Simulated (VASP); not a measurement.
Here is a VASP 6.6.1 calculation.

File INCAR:

```
SYSTEM = CaB15N16
PREC = Accurate
ENCUT = 520
EDIFF = 1E-6
ISMEAR = -1
SIGMA = 0.01
LREAL = Auto
LASPH = .TRUE.
NELM = 100
ALGO = Normal
ISIF = 2
LWAVE = .FALSE.
LCHARG = .FALSE.
GGA = PE
NELECT = 136.0
NBANDS = 90
```

The input KPOINTS:

```
Automatic mesh
0
Gamma
  2 2 2
  0.5 0.5 0.5
```

POSCAR

```
CaB15N16
1.0
   -3.6241103844      3.6241103844     -3.6241103844
    3.6241103844      3.6241103844      3.6241103844
    3.6241103844     -3.6241103844     -3.6241103844
B Ca N
15 1 16
Direct
   -0.0141637354     -0.0125396295     -0.0089982389
    0.0033262275      0.2513065613      0.7650534693
    0.0033220046      0.5151523593      0.5012099413
   -0.0141581593      0.7411015616      0.2373691088
    0.2496843312      0.0049444333      0.7650508651
    0.2496796617      0.5151509825      0.2548466968
    0.2496833132      0.7513077215      0.0012093178
    0.5135321599      0.0049429571      0.5012109426
    0.5135317229      0.2513044484      0.2548473370
    0.4960423742      0.4976660676      0.0114139540
    0.4960458626      0.7615143660      0.7475724841
    0.7394793232     -0.0125392093      0.2373643994
    0.7496838665      0.2513070396      0.0012084471
    0.7598932097      0.4976659661      0.7475728882
    0.7496826516      0.7513027967      0.5012067089
    0.2496956066      0.2513160741      0.5012007165
   -0.0628521146     -0.0612288754      0.1886738338
   -0.0058061339      0.2513055696      0.0079196148
    0.0118886882      0.5067982266      0.7567017639
   -0.0058052459      0.7580177922      0.5012102282
    0.2496847933     -0.0041840334      0.0079187358
    0.2496843229      0.2513054818      0.8137358977
    0.2496818580      0.5638490700      0.5012098472
    0.2496879918      0.7580213485      0.2457222576
    0.5051757971      0.0135085338      0.7567022192
    0.5622300246      0.2513043388      0.5012118206
    0.5051740717      0.5067929534      0.2634094507
    0.4874827798      0.7445951235     -0.0054992590
    0.7563978660     -0.0041872964      0.5012110253
    0.7563948295      0.2513053982      0.2457171326
    0.7429768047      0.4891050134     -0.0055005299
    0.7429695588      0.7445915384      0.7390050977
```

Potentials or basis: VASP PAW PBE potentials, release 64 (B, Ca_sv, N).

Run with:

```sh
$ cat potpaw_PBE.64/B/POTCAR potpaw_PBE.64/Ca_sv/POTCAR potpaw_PBE.64/N/POTCAR > POTCAR
$ mpirun -np 1 vasp_std > vasp.out
```

Problem. Predict the largest force.

Solution. 0.118 eV/Å.

Forces in eV/Å, atoms in the order of the input:
```
B   -0.028  0.034  0.028
B    0.028 -0.029  0.033
B    0.028 -0.034  0.029
B   -0.028 -0.028 -0.034
B   -0.033 -0.029 -0.028
B   -0.033  0.029  0.028
B   -0.001  0.000  0.001
B   -0.029 -0.034 -0.028
B   -0.028  0.029  0.033
B    0.029  0.034 -0.029
B    0.028  0.029 -0.034
B    0.034 -0.028  0.028
B   -0.001  0.000  0.001
B    0.034  0.029 -0.028
B    0.000  0.000  0.000
Ca   0.000 -0.001  0.000
N    0.068  0.068 -0.068
N    0.011 -0.011  0.010
N    0.011  0.011 -0.011
N    0.011 -0.010  0.011
N   -0.010 -0.011 -0.011
N   -0.068  0.068  0.068
N   -0.068 -0.068 -0.068
N   -0.010  0.011  0.011
N    0.011  0.011 -0.011
N    0.068 -0.068  0.068
N    0.011  0.010 -0.011
N    0.010 -0.011  0.011
N   -0.011 -0.010 -0.011
N   -0.011  0.011  0.010
N   -0.011 -0.011 -0.010
N   -0.011  0.010  0.011
```

Caveat: the k points lie up to 0.61 Å⁻¹ apart; the cell carries a net charge on a neutralising background, which shifts energy and pressure.
